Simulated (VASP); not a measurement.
The system is CsNdBr4.

```
CELL_PARAMETERS angstrom
5.65662 0.00000 0.00000
0.00000 5.65662 0.00000
0.00000 0.00000 10.48530
ATOMIC_POSITIONS crystal
Cs 0.00000 0.00000 0.00000
Nd 0.50000 0.50000 0.50000
Br 0.00000 0.00000 0.66043
Br 0.00000 0.00000 0.33957
Br 0.50000 0.00000 0.00000
Br 0.00000 0.50000 0.00000
```

The cell was generated, and may not be a known phase.

* Program: VASP 6.6.1
* Task: relaxation of cell and atoms
* Functional: PBE
* Potentials or basis: VASP PAW PBE potentials, release 64 (Cs_sv, Nd_3, Br), 4f in core
* Cutoff: 500 eV
* k mesh: 8 × 8 × 4
* Occupations: gaussian, width 0.1 eV
* Spin: no spin polarisation

At the start: pressure 0.7 GPa; volume 55.92 Å³/atom.

Q: Where does the relaxation end?

A: Over 11 steps the energy falls by 7.0 meV/atom and the volume is 59.45 Å³/atom (+6.3 %); space group P4/mmm (No. 123, to 0.1 Å) before and after.

The path:
```csv
step,energy change (eV),largest force (eV/Å),pressure (GPa),volume (Å³)
1,0.0000,0.0067,0.66,335.50
2,-0.0346,0.0089,0.25,346.79
3,-0.0404,0.0097,0.02,355.07
4,-0.0405,0.0098,0.01,354.64
5,-0.0392,0.0092,0.13,350.70
6,-0.0405,0.0098,0.02,354.16
7,-0.0411,0.0172,0.02,354.85
8,-0.0417,0.0316,0.00,356.16
9,-0.0417,0.0340,0.00,356.38
10,-0.0418,0.0233,0.00,356.48
11,-0.0420,0.0020,0.00,356.69
```

Final structure:
```
Cs Nd Br
1.0
     5.77779    0.00000    0.00000
     0.00000    5.77779    0.00000
     0.00000    0.00000   10.68480
Cs Nd Br
1 1 4
Direct
  0.00000 0.00000 0.00000
  0.50000 0.50000 0.50000
  0.00000 0.00000 0.65944
  0.00000 0.00000 0.34056
  0.50000 0.00000 0.00000
  0.00000 0.50000 0.00000
```

Caveat: the run has no spin polarisation, though such a crystal can be magnetic.
